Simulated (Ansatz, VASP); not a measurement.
LaB6 in VASP and in Ansatz

```
La B
1.0
     4.15252    0.00000    0.00000
     0.00000    4.15252    0.00000
     0.00000    0.00000    4.15252
La B
1 6
Direct
  0.00000 0.00000 0.00000
  0.79997 0.50000 0.50000
  0.20003 0.50000 0.50000
  0.50000 0.50000 0.79997
  0.50000 0.50000 0.20003
  0.50000 0.20003 0.50000
  0.50000 0.79997 0.50000
```

Alike in both runs: functional r2SCAN; k mesh 10 × 10 × 10; occupations gaussian, width 0.1 eV; no spin polarisation.

Ansatz relaxed the structure, and its values are those at the end. VASP's run is a single point on that final structure, the one shown.

|  | VASP | Ansatz |
| --- | --- | --- |
| version | VASP 6.6.1 | Ansatz 0.2.0 |
| potentials or method | VASP PAW PBE potentials, release 64 (La, B), cutoff 520 eV | scalar-relativistic, plane waves, PAW |
| valence electrons in the cell | 29 | 29 |

VASP gave:

| Property | Result |
| --- | --- |
| gap on the k mesh at the Fermi level (eV) | none |
| pressure (GPa) | 0.0 |
| rms of the force components (eV/Å) | 0.012 |

Question: Which values does Ansatz return?

Answer: gap on the k mesh at the Fermi level (eV): none; pressure (GPa): 0.0; rms of the force components (eV/Å): 0.000.

VASP's potentials were made for PBE, not for r2SCAN. A gap of «none» marks a metal or a gap that the smearing closes. The functional is the same, so the differences come from potentials, cutoffs and numerics.

Spin-orbit coupling is off throughout.
